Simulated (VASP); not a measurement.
A run of VASP 6.6.1 is set up as follows.

The input INCAR:

```
SYSTEM = SnPb2Se3
PREC = Accurate
ENCUT = 520
EDIFF = 1E-7
ISMEAR = 0
SIGMA = 0.01
LREAL = .False.
LASPH = .True.
NELM = 60
ALGO = Normal
ISIF = 2
LWAVE = .False.
LCHARG = .False.
GGA = PE
NBANDS = 39
```

The input KPOINTS:

```
Automatic mesh
0
Gamma
  12 12 4
  0 0 0
```

POSCAR

```
SnPb2Se3
1.0
    4.3608072984      0.0000000289      0.0000000000
   -2.1804036742      3.7765698870      0.0000000000
    0.0000000000      0.0000000000     10.6883621000
Sn Pb Se
1 2 3
Direct
    0.0000000000      0.0000000000      0.0000000000
    0.3333333333      0.6666666667      0.6694280000
    0.6666666667      0.3333333333      0.3305720000
    0.6666666667      0.3333333333      0.8399360000
    0.0000000000      0.0000000000      0.5000000000
    0.3333333333      0.6666666667      0.1600640000
```

Potentials or basis: VASP PAW PBE potentials, release 64 (Sn_d, Pb_d, Se).

Command:

```console
$ cat potpaw_PBE.64/Sn_d/POTCAR potpaw_PBE.64/Pb_d/POTCAR potpaw_PBE.64/Se/POTCAR > POTCAR
$ mpirun -np 1 vasp_std > vasp.out
```

Question: Estimate the band gap on the k mesh.

Answer: 0.12 eV.

Question: Predict the pressure.

Answer: 0.0 GPa.

Caveat: spin-orbit coupling is left out, which moves the levels of the heavy elements. A k mesh can miss the band edges.
